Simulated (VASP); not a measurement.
Here is a VASP 6.6.1 calculation.

The input INCAR:

```
SYSTEM = W
PREC = Accurate ; ENCUT = 600
EDIFF = 1E-7 ; ISMEAR = 0
SIGMA = 0.05 ; LREAL = .False.
LASPH = .True. ; NELM = 100
ALGO = Normal ; ISIF = 3
LWAVE = .False. ; LCHARG = .False.
GGA = PE ; IBRION = 2
NSW = 80 ; EDIFFG = -0.01
PSTRESS = 50.0
```

KPOINTS

```
Automatic mesh
0
Gamma
  8 8 8
  0 0 0
```

The input POSCAR:

```
W
1.0
    0.0000000000      2.7400000000      2.7400000000
    2.7400000000      0.0000000000      2.7400000000
    2.7400000000      2.7400000000      0.0000000000
W
2
Direct
    0.0000000000      0.0000000000      0.0000000000
    0.2500000000      0.2500000000      0.2500000000
```

Potentials or basis: VASP PAW PBE potentials, release 64 (W_sv).

Command:

```sh
$ cat potpaw_PBE.64/W_sv/POTCAR > POTCAR
$ mpirun -np 1 vasp_std > vasp.out
```

Task: What does it give for the band gap on the k mesh?

Result: Zero (band 14 reaches 5.98 eV, above the bottom of band 15 at 5.16 eV).

Task: What does it give for the space group after relaxing (to 0.05 Å)?

Result: Fd-3m (No. 227).

Task: Estimate the relaxed cell.

Result: a = 4.075 Å, b = 4.075 Å, c = 4.075 Å, α = 60.00°, β = 60.00°, γ = 60.00°.

The path:
```csv
step,energy change (eV),largest force (eV/Å),pressure (GPa),volume (Å³)
1,0.0000,0.0000,33.37,41.14
2,0.5983,0.0000,-19.97,66.86
3,-0.7545,0.0000,2.57,48.72
4,-0.7382,0.0000,4.59,47.98
5,-0.7339,0.0000,5.00,47.84
```

Caveat: the cell is relaxed towards a set pressure, so the enthalpy falls and the energy may rise; the volume moved by over 15 % at a fixed basis, so the end points are rough; spin-orbit coupling is left out, which moves the levels of the heavy elements.
